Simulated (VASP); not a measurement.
# MoS2 (R3m) in VASP: notebook

MoS2 is run at these levels: PBE; tasks: single point, relaxation of cell and atoms.

Everything below comes from runs of VASP 6.6.1. Logs are shortened: lines on timing, memory, paths and dates and some standing lists are left out, and cuts for length are marked.

### 1 The cell of the first run

Symmetry: R3m, No. 160, trigonal system. Conventional cell: a = 3.185 Å, b = 3.185 Å, c = 22.315 Å, α = 90.00°, β = 90.00°, γ = 120.00°. Mo (site symmetry 3m) has 6 S at 2.41 Å and 6 Mo at 3.19 Å within 3.2 Å. S (site symmetry 3m) has 3 Mo at 2.41 Å and 7 S at 3.13 to 3.19 Å within 3.2 Å. S (site symmetry 3m) has 3 Mo at 2.41 Å and 7 S at 3.13 to 3.19 Å within 3.2 Å.

### 2 Single point, PBE

INCAR

```
SYSTEM = MoS2
PREC     = Accurate       ! precision mode
ENCUT    = 520            ! plane-wave cutoff, eV
EDIFF    = 1E-7           ! SCF threshold, eV
ISMEAR   = 0              ! smearing method
SIGMA    = 0.02           ! smearing width, eV
LREAL    = .False.        ! projectors in reciprocal space
LASPH    = .True.         ! aspherical terms in the spheres
NELM     = 100            ! most SCF steps
ALGO     = Normal         ! electronic algorithm
ISIF     = 2              ! what is computed and relaxed
LWAVE    = .False.        ! write WAVECAR
LCHARG   = .False.        ! write CHGCAR
GGA      = PE             ! functional
NBANDS   = 20             ! bands
```

KPOINTS

```
regular mesh
0
Gamma
  12 12 12
  0 0 0
```

POSCAR

```
MoS2
1.0
    1.5925883271      0.9194812993      7.4383316918
   -1.5925883271      0.9194812993      7.4383316918
    0.0000000000     -1.8389625987      7.4383316918
Mo S
1 2
Direct
    0.9997777586      0.9997777586      0.9997777586
    0.4031330892      0.4031330892      0.4031330892
    0.2630901522      0.2630901522      0.2630901522
```

Potentials or basis: VASP PAW PBE potentials, release 64 (Mo_sv, S).

The run is started by

```console
> cat potpaw_PBE.64/Mo_sv/POTCAR potpaw_PBE.64/S/POTCAR > POTCAR
> mpirun -np 1 vasp_std > vasp.out
```

OUTCAR:

```text
SYSTEM = MoS2
   PREC = Accurate
   ENCUT = 520
   EDIFF = 1E-7
   ISMEAR = 0
   LREAL = .False.
   LASPH = .True.
   NELM = 100
   ISIF = 2
   GGA = PE

 ion  position               nearest neighbor table
   1  1.000  1.000  1.000-   3 2.41   3 2.41   3 2.41   2 2.41   2 2.41   2 2.41
   2  0.403  0.403  0.403-   1 2.41   1 2.41   1 2.41
   3  0.263  0.263  0.263-   1 2.41   1 2.41   1 2.41

  LATTYP: Found a trigonal (rhomboedric) cell.
 ALAT       =     7.6622817618
 COS(alpha) =     0.9135985928

  Lattice vectors:

 A1 = (   1.5925883271,   0.9194812993,   7.4383316918)
 A2 = (  -1.5925883271,   0.9194812993,   7.4383316918)
 A3 = (   0.0000000000,  -1.8389625987,   7.4383316918)

Analysis of symmetry for initial positions (statically):
=====================================================================
 Subroutine PRICEL returns:
 Original cell was already a primitive cell.

 Routine SETGRP: Setting up the symmetry group for a
 trigonal (rhombohedral) supercell.

 Subroutine GETGRP returns: Found  6 space group operations
 (whereof  6 operations were pure point group operations)
 out of a pool of 12 trial point group operations.

The static configuration has the point symmetry C_3v.

Analysis of symmetry for dynamics (positions and initial velocities):
=====================================================================
 Subroutine PRICEL returns:
 Original cell was already a primitive cell.

 Routine SETGRP: Setting up the symmetry group for a
 trigonal (rhombohedral) supercell.

 Subroutine GETGRP returns: Found  6 space group operations
 (whereof  6 operations were pure point group operations)
 out of a pool of 12 trial point group operations.

The dynamic configuration has the point symmetry C_3v.

 Subroutine INISYM returns: Found  6 space group operations
 (whereof  6 operations are pure point group operations),
 and found     1 'primitive' translations

----------------------------------------------------------------------------------------

                                     Primitive cell

  volume of cell :      65.3542

  direct lattice vectors                    reciprocal lattice vectors
     1.592588327  0.919481299  7.438331692     0.313954329  0.181261617  0.044812916
    -1.592588327  0.919481299  7.438331692    -0.313954329  0.181261617  0.044812916
     0.000000000 -1.838962599  7.438331692     0.000000000 -0.362523233  0.044812916

  length of vectors
     7.662281762  7.662281762  7.662281762     0.365282482  0.365282482  0.365282482

  position of ions in fractional coordinates (direct lattice)
     0.999777759  0.999777759  0.999777759
     0.403133089  0.403133089  0.403133089
     0.263090152  0.263090152  0.263090152

  ion indices of the primitive-cell ions
   primitive index   ion index
                 1           1
                 2           2
                 3           3

----------------------------------------------------------------------------------------

 KPOINTS: regular mesh

Automatic generation of k-mesh.
 Grid dimensions read from file:
 generate k-points for:   12   12   12

 Generating k-lattice:

  Cartesian coordinates                     Fractional coordinates (reciprocal lattice)
     0.026162861  0.015105135  0.003734410     0.083333333 -0.000000000  0.000000000
    -0.026162861  0.015105135  0.003734410    -0.000000000  0.083333333  0.000000000
     0.000000000 -0.030210269  0.003734410     0.000000000  0.000000000  0.083333333

  Length of vectors
     0.030440207  0.030440207  0.030440207

  Shift w.r.t. Gamma in fractional coordinates (k-lattice)
     0.000000000  0.000000000  0.000000000

 Subroutine IBZKPT returns following result:
 ===========================================

 Found    189 irreducible k-points:

 Following reciprocal coordinates:
            Coordinates               Weight
  0.000000  0.000000  0.000000      1.000000
  0.083333  0.000000  0.000000      6.000000
  0.166667  0.000000  0.000000      6.000000
  0.250000  0.000000  0.000000      6.000000
  0.333333  0.000000  0.000000      6.000000
  0.416667  0.000000  0.000000      6.000000
[... 16 lines left out ...]
  0.500000  0.166667  0.000000     12.000000
 -0.416667  0.166667 -0.000000     12.000000
 [... further k-points ...]
   k-points           NKPTS =    189   k-points in BZ     NKDIM =    189   number of bands    NBANDS=     20
   number of dos      NEDOS =    301   number of ions     NIONS =      3
   total plane-waves  NPLWV = 216000
   dimension x,y,z NGX =    60 NGY =   60 NGZ =   60
   dimension x,y,z NGXF=   120 NGYF=  120 NGZF=  120
   ions per type =               1   2
   NGX,Y,Z   is equivalent  to a cutoff of  13.02, 13.02, 13.02 a.u.
   NGXF,Y,Z  is equivalent  to a cutoff of  26.04, 26.04, 26.04 a.u.
 SYSTEM =  MoS2
   PREC   = accura    normal or accurate (medium, high low for compatibility)
   ISTART =      0    job   : 0-new  1-cont  2-samecut
   ICHARG =      2    charge: 1-file 2-atom 10-const
   ISPIN  =      1    spin polarized calculation?
   LNONCOLLINEAR =      F non collinear calculations
   LSORBIT =      F    spin-orbit coupling
   LASPH  =      T    aspherical Exc in radial PAW
   ENCUT  =  520.0 eV  38.22 Ry    6.18 a.u.  14.25 14.25 14.25*2*pi/ulx,y,z
   NELM   =    100;   NELMIN=  2; NELMDL= -5     # of ELM steps
   EDIFF  = 0.1E-06   stopping-criterion for ELM
   LREAL  =      F    real-space projection
   EDIFFG = 0.1E-05   stopping-criterion for IOM
   NSW    =      0    number of steps for IOM
   IBRION =     -1    ionic relax: 0-MD 1-quasi-New 2-CG
   NFREE  =      0    steps in history (QN), initial steepest desc. (CG)
   ISIF   =      2    stress and relaxation
   ISYM   =      2    0-nonsym 1-usesym 2-fastsym
   POTIM  = 0.5000    time-step for ionic-motion
   TEBEG  =    0.0;   TEEND  =   0.0 temperature during run
   PSTRESS=    0.0 pullay stress
   NELECT =      26.0000    total number of electrons
   NUPDOWN=      -1.0000    fix difference up-down
   EMIN   =  10.00;   EMAX   =-10.00  energy-range for DOS
   EFERMI =   0.00;   METHOD = LEGACY
   ISMEAR =     0;   SIGMA  =   0.02  broadening in eV -4-tet -1-fermi 0-gaus
   EFERMI_NEDOS =   21; number of points for ismear=-14 and -15
   IALGO  =     38    algorithm
   IMIX   =      4    mixing-type and parameters
     AMIX     =   0.40;   BMIX     =  1.00
     AMIX_MAG =   1.60;   BMIX_MAG =  1.00
  volume/ion in A,a.u.               =      21.78       147.01
  Fermi-wavevector in a.u.,A,eV,Ry     =   1.204042  2.275309 19.724590  1.449716
  Thomas-Fermi vector in A             =   2.339778
   LORBIT       =      0    0 simple, 1 ext, 2 COOP (PROOUT), +10 PAW based schemes
   GGA     = PE    functional components
   LHFCALC =     F    Hartree Fock is set to
   AEXX    =    0.0000 exact exchange contribution
   IVDW    =     0    specifies the selected vdW correction
   LEPSILON=     F    determine dielectric tensor
   LRPA    =     F    only Hartree local field effects (RPA)
 non-spin polarized calculation
 Gauss-broadening in eV      SIGMA  =   0.02
  energy-cutoff  :      520.00
  volume of cell :       65.35
 maximum number of plane-waves:      1776
 NGX is ok and might be reduce to    60
   NGX = 29   NGY = 29   NGZ = 29

 number of electron      26.0000001 magnetization

 Free energy of the ion-electron system (eV)
  ---------------------------------------------------
  ext. energy  EPLUGINS =         0.00000000
  ---------------------------------------------------
  free energy    TOTEN  =       -21.85758735 eV

  energy without entropy =      -21.85758735  energy(sigma->0) =      -21.85758735

 E-fermi :   4.9693     XC(G=0):  -9.4070

 val. band max:        4.7324882409   @ k =   0.5000   0.5000   0.5000
 cond. band min:       6.1970549512   @ k =  -0.3333   0.3333   0.0000
 fundamental gap:      1.4645667103
 Fermi energy:         4.9692703809

 k-point     1 :       0.0000    0.0000    0.0000
  band No.  band energies     occupation
      1     -56.3357      2.00000
      2     -30.4732      2.00000
      3     -30.2715      2.00000
      4     -30.2715      2.00000
      5      -9.5388      2.00000
      6      -8.2149      2.00000
[... 12 lines left out ...]
     19      11.4945      0.00000
     20      13.5643      0.00000

 k-point     2 :       0.0833    0.0000    0.0000
  band No.  band energies     occupation
      1     -56.3332      2.00000
      2     -30.4683      2.00000
      3     -30.2968      2.00000
      4     -30.2773      2.00000
      5      -9.4367      2.00000
      6      -8.1738      2.00000
[... 12 lines left out ...]
     19      11.7633      0.00000
     20      14.0265      0.00000

 k-point     3 :       0.1667    0.0000    0.0000
  band No.  band energies     occupation
      1     -56.3264      2.00000
      2     -30.4549      2.00000
      3     -30.3653      2.00000
      4     -30.2930      2.00000
      5      -9.1462      2.00000
      6      -8.0568      2.00000
[... 12 lines left out ...]
     19      12.6638      0.00000
     20      14.5007      0.00000

 k-point     4 :       0.2500    0.0000    0.0000
  band No.  band energies     occupation
      1     -56.3172      2.00000
      2     -30.4576      2.00000
      3     -30.4364      2.00000
      4     -30.3143      2.00000
      5      -8.7163      2.00000
      6      -7.8850      2.00000
[... 12 lines left out ...]
     19      13.3601      0.00000
     20      13.6941      0.00000

 k-point     5 :       0.3333    0.0000    0.0000
  band No.  band energies     occupation
      1     -56.3079      2.00000
      2     -30.5486      2.00000
      3     -30.4180      2.00000
      4     -30.3355      2.00000
      5      -8.2341      2.00000
      6      -7.6961      2.00000
[... 12 lines left out ...]
     19      12.3882      0.00000
     20      12.9593      0.00000
[... 353 lines left out ...]
      6      -7.7934      2.00000
[... 12 lines left out ...]
     19      13.5086      0.00000
     20      14.1298      0.00000

 k-point    22 :       0.4167    0.1667    0.0000
  band No.  band energies     occupation
      1     -56.3046      2.00000
      2     -30.5485      2.00000
      3     -30.4112      2.00000
      4     -30.3776      2.00000
      5      -8.0471      2.00000
      6      -7.6160      2.00000
[... 12 lines left out ...]
     19      12.7863      0.00000
     20      13.8833      0.00000

 k-point    23 :       0.5000    0.1667    0.0000
  band No.  band energies     occupation
      1     -56.2987      2.00000
      2     -30.5926      2.00000
      3     -30.4042      2.00000
      4     -30.3994      2.00000
      5      -7.6920      2.00000
      6      -7.4712      2.00000
[... 12 lines left out ...]
     19      12.9903      0.00000
     20      13.8215      0.00000

 k-point    24 :      -0.4167    0.1667   -0.0000
  band No.  band energies     occupation
      1     -56.2965      2.00000
      2     -30.6085      2.00000
      3     -30.4142      2.00000
      4     -30.3951      2.00000
      5      -7.5530      2.00000
      6      -7.4135      2.00000
[... 12 lines left out ...]
     19      13.4333      0.00000
     20      13.8464      0.00000

 [... further k-points ...]

------------------------ aborting loop because EDIFF is reached ----------------------------------------

  FORCE on cell =-STRESS in cart. coord.  units (eV):
  Direction    XX          YY          ZZ          XY          YZ          ZX
  --------------------------------------------------------------------------------------
  -------------------------------------------------------------------------------------
  Total       -0.0386778     -0.0386778     -0.0555084      0.0000000      0.0000000      0.0000000
  in kB       -0.9481981     -0.9481981     -1.3608045      0.0000000      0.0000000      0.0000000
  external PRESSURE =      -1.0857336 kB  Pullay stress =       0.0000000 kB

 VOLUME and BASIS-vectors are now :
 -----------------------------------------------------------------------------
  energy-cutoff  :      520.00
  volume of cell :       65.35
      direct lattice vectors                 reciprocal lattice vectors
     1.592588327  0.919481299  7.438331692     0.313954329  0.181261617  0.044812916
    -1.592588327  0.919481299  7.438331692    -0.313954329  0.181261617  0.044812916
     0.000000000 -1.838962599  7.438331692     0.000000000 -0.362523233  0.044812916

 POSITION                                       TOTAL-FORCE (eV/Angst)
 -----------------------------------------------------------------------------------
      0.00000     -0.00000     22.31004         0.000000     -0.000000      0.000048
      0.00000     -0.00000      8.99591         0.000000      0.000000     -0.011150
      0.00000     -0.00000      5.87086         0.000000     -0.000000      0.011102
 -----------------------------------------------------------------------------------
    total drift:                               -0.000000     -0.000000      0.000112

  FREE ENERGIE OF THE ION-ELECTRON SYSTEM (eV)
  ---------------------------------------------------
  free  energy   TOTEN  =       -21.8575873494 eV

  energy  without entropy=      -21.8575873494  energy(sigma->0) =      -21.85758735
```

Wall time 10 min (1 thread of Intel Xeon 6975P-C (Granite Rapids), shared host); peak memory 0.61 GiB.

What came out:

```yaml
Free_energy: -21.8576 eV
Pressure: -0.1 GPa
Largest_force: 0.011 eV/Å
Band_gap_on_the_k_mesh: 1.46 eV, indirect (least direct gap 1.68 eV)
```

Forces on the atoms (eV/Å):
```
Mo   0.000  0.000  0.000
S    0.000  0.000 -0.011
S    0.000  0.000  0.011
```

Levels at points of the mesh, in eV from the valence-band top:
```csv
k point,band 9,band 10,band 11,band 12,band 13,band 14,band 15,band 16,band 17,band 18
"(0.00, 0.00, 0.00)",-2.80,-1.70,-1.70,-1.68,-0.38,2.55,2.55,2.81,2.81,5.64
"(0.50, 0.00, 0.00)",-4.28,-3.35,-2.03,-1.17,-0.85,2.04,2.53,3.74,4.08,5.81
"(0.50, 0.50, 0.00)",-4.24,-3.35,-2.12,-1.18,-0.81,2.04,2.56,3.61,4.12,6.14
"(0.50, 0.50, 0.50)",-2.80,-2.24,-1.70,-1.70,0.00,2.56,2.56,2.80,2.80,6.05
```

### 3 Relaxation of cell and atoms, PBE

INCAR

```
PREC     = Accurate       # precision mode
ENCUT    = 600            # plane-wave cutoff, eV
EDIFF    = 1E-6           # SCF threshold, eV
ISMEAR   = 0              # smearing method
SIGMA    = 0.02           # smearing width, eV
LREAL    = False          # projectors in reciprocal space
LASPH    = True           # aspherical terms in the spheres
NELM     = 100            # most SCF steps
ALGO     = Normal         # electronic algorithm
ISIF     = 3              # what is computed and relaxed
LWAVE    = False          # write WAVECAR
LCHARG   = False          # write CHGCAR
GGA      = PE             # functional
IBRION   = 2              # ionic algorithm
NSW      = 100            # ionic steps
EDIFFG   = -0.005         # ionic threshold
```

KPOINTS

```
regular mesh
0
Gamma
  12 12 12
```

POSCAR is that of step 2.

Potentials or basis: VASP PAW PBE potentials, release 64 (Mo_sv, S).

The run is started by

```console
> cat potpaw_PBE.64/Mo_sv/POTCAR potpaw_PBE.64/S/POTCAR > POTCAR
> mpirun -np 1 vasp_std > vasp.out
```

Run time: 22 min. Hardware: 1 thread of Intel Xeon 6975P-C (Granite Rapids), shared host; peak memory 0.77 GiB.

It converged, with:

```yaml
Free_energy: -21.8583 eV
Relaxed_volume: 21.77 Å³/atom
Relaxed_cell: a = 7.660 Å, b = 7.660 Å, c = 7.660 Å, α = 23.99°, β = 23.99°, γ = 23.99°
Space_group_after_relaxing_to_0.05_Å: R3m (No. 160)
Energy_gained_by_relaxing: 0.0 meV/atom
Ionic_steps: 4
Pressure_after_relaxing: 0.0 GPa
Largest_force_after_relaxing: 0.005 eV/Å
Band_gap_on_the_k_mesh: 1.46 eV, indirect (least direct gap 1.68 eV)
```

Forces in eV/Å, atoms in the order of the input:
```
Mo   0.000  0.000  0.000
S    0.000  0.000  0.005
S    0.000  0.000 -0.005
```

Final structure:
```
Mo S
1.0
     1.59224    0.91928    7.43600
    -1.59224    0.91928    7.43600
     0.00000   -1.83856    7.43600
Mo S
1 2
Cartesian
  0.0000 0.0000 22.3030
  0.0000 0.0000 8.9929
  0.0000 0.0000 5.8692
```

Levels at points of the mesh, in eV from the valence-band top:
| k point | band 11 | band 12 | band 13 | band 14 | band 15 | band 16 |
| --- | --- | --- | --- | --- | --- | --- |
| (0.00, 0.00, 0.00) | -1.70 | -1.68 | -0.38 | 2.56 | 2.56 | 2.81 |
| (0.50, 0.00, 0.00) | -2.03 | -1.17 | -0.85 | 2.04 | 2.53 | 3.74 |
| (0.50, 0.50, 0.00) | -2.12 | -1.18 | -0.81 | 2.04 | 2.56 | 3.61 |
| (0.50, 0.50, 0.50) | -1.70 | -1.70 | 0.00 | 2.56 | 2.56 | 2.80 |

### 4 Relaxation of cell and atoms, PBE, target pressure 12 GPa, at which the enthalpy is minimised

This run uses another cell than the first one, of 15.97 Å³/atom, 0.733 times its volume.

INCAR

```
PREC = Accurate
ENCUT = 600
EDIFF = 1E-6
ISMEAR = 0
SIGMA = 0.02
LREAL = F
LASPH = T
NELM = 60
ALGO = Normal
ISIF = 3
LWAVE = F
LCHARG = F
GGA = PE
IBRION = 2
NSW = 70
EDIFFG = -0.008
PSTRESS = 120.0
```

KPOINTS is that of step 3.

POSCAR

```
MoS2
1.0
    1.5357958117      0.8866921253      5.8654634528
   -1.5357958117      0.8866921253      5.8654634528
    0.0000000000     -1.7733842506      5.8654634528
Mo S
1 2
Direct
    0.9997530297      0.9997530297      0.9997530297
    0.4196216197      0.4196216197      0.4196216197
    0.2466263506      0.2466263506      0.2466263506
```

The run is started by

```console
> cat potpaw_PBE.64/Mo_sv/POTCAR potpaw_PBE.64/S/POTCAR > POTCAR
> mpirun -np 1 vasp_std > vasp.out
```

Run time: 31 min. Hardware: 1 thread of Intel Xeon 6975P-C (Granite Rapids), shared host; peak memory 0.48 GiB.

It converged, with:

```yaml
Free_energy: -21.5479 eV
Relaxed_volume: 15.69 Å³/atom
Relaxed_cell: a = 5.922 Å, b = 5.922 Å, c = 5.922 Å, α = 30.38°, β = 30.38°, γ = 30.38°
Space_group_after_relaxing_to_0.05_Å: R3m (No. 160)
Energy_change_on_relaxing_the_enthalpy_is_what_falls: -17.3 meV/atom
Ionic_steps: 10
Pressure_after_relaxing: 12.0 GPa
Largest_force_after_relaxing: 0.007 eV/Å
Band_gap_on_the_k_mesh: 0.45 eV, indirect (least direct gap 1.80 eV)
```

Forces in eV/Å, atoms in the order of the input:
```
Mo   0.000  0.000 -0.001
S    0.000  0.000 -0.006
S    0.000  0.000  0.007
```

Step by step:
| step | energy change (eV) | largest force (eV/Å) | pressure (GPa) | volume (Å³) |
| --- | --- | --- | --- | --- |
| 1 | 0.0000 | 1.4186 | 19.37 | 47.92 |
| 2 | -0.1354 | 1.6712 | -5.83 | 53.21 |
| 3 | -0.1755 | 0.3154 | 10.20 | 49.44 |
| 4 | -0.1706 | 0.3578 | 10.57 | 49.37 |
| 5 | -0.1441 | 0.2769 | 11.10 | 48.75 |
| 6 | -0.0358 | 0.0305 | 13.25 | 46.92 |
| 7 | -0.0775 | 0.2962 | 9.15 | 47.50 |
| 8 | -0.0602 | 0.1201 | 11.31 | 47.19 |
| 9 | -0.0315 | 0.1999 | 13.16 | 46.84 |
| 10 | -0.0520 | 0.0068 | 11.96 | 47.07 |

Final structure:
```
Mo S
1.0
     1.55152    0.89577    5.64428
    -1.55152    0.89577    5.64428
     0.00000   -1.79154    5.64428
Mo S
1 2
Direct
  0.99970 0.99970 0.99970
  0.42551 0.42551 0.42551
  0.24080 0.24080 0.24080
```

Levels at points of the mesh, in eV from the valence-band top:
| k point | band 10 | band 11 | band 12 | band 13 | band 14 | band 15 | band 16 | band 17 |
| --- | --- | --- | --- | --- | --- | --- | --- | --- |
| (0.00, 0.00, 0.00) | -2.59 | -2.59 | -1.84 | -0.78 | 1.65 | 1.65 | 2.26 | 2.26 |
| (0.50, 0.00, 0.00) | -4.48 | -2.66 | -1.94 | -1.71 | 1.51 | 1.77 | 2.82 | 3.45 |
| (0.50, 0.50, 0.00) | -4.23 | -3.64 | -2.31 | -1.70 | 1.39 | 1.98 | 2.76 | 3.91 |
| (0.50, 0.50, 0.50) | -3.73 | -2.49 | -2.49 | 0.00 | 1.80 | 1.80 | 2.00 | 2.00 |

Caveat: the cell is relaxed towards a set pressure, so the enthalpy falls and the energy may rise. PBE gaps usually lie below the measured ones, often by a third to a half.

[end of part 1 of 3]
